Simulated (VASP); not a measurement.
Runs of VASP 6.6.1 on Te2Mo. The structure is that of space group P-6m2 (No. 187), or close to it. The cells are those of the table. 

```csv
cell,gap on the mesh (eV),largest force (eV/Å)
"a = 3.722, b = 3.722, c = 17.524 Å, angles 90.0, 90.0, 120.0°, 3 atoms",0.86,0.66
"a = 3.775, b = 3.775, c = 17.524 Å, angles 90.0, 90.0, 120.0°, 3 atoms",(b),(a)
"a = 3.615, b = 3.615, c = 17.524 Å, angles 90.0, 90.0, 120.0°, 3 atoms",1.02,0.23
"a = 3.348, b = 3.348, c = 17.524 Å, angles 90.0, 90.0, 120.0°, 3 atoms",1.41,1.38
"a = 3.454, b = 3.454, c = 17.524 Å, angles 90.0, 90.0, 120.0°, 3 atoms",1.36,0.64
```

Alike in all rows: task single point; level r2SCAN; potentials or basis VASP PAW PBE potentials, release 64 (Te, Mo_sv); no spin polarisation; k mesh 12 × 12 × 2; cutoff (eV) 520; smearing gaussian 0.05 eV.

Q: Fill in the values left out.

A: (a) 0.85; (b) 0.79.

Caveats: the PAW data sets were made with another functional, which shifts forces and pressure a little; spin-orbit coupling is left out, which moves the levels of the heavy elements.

A k mesh can miss the band edges, and the runs leave out spin-orbit coupling on Mo, Te.
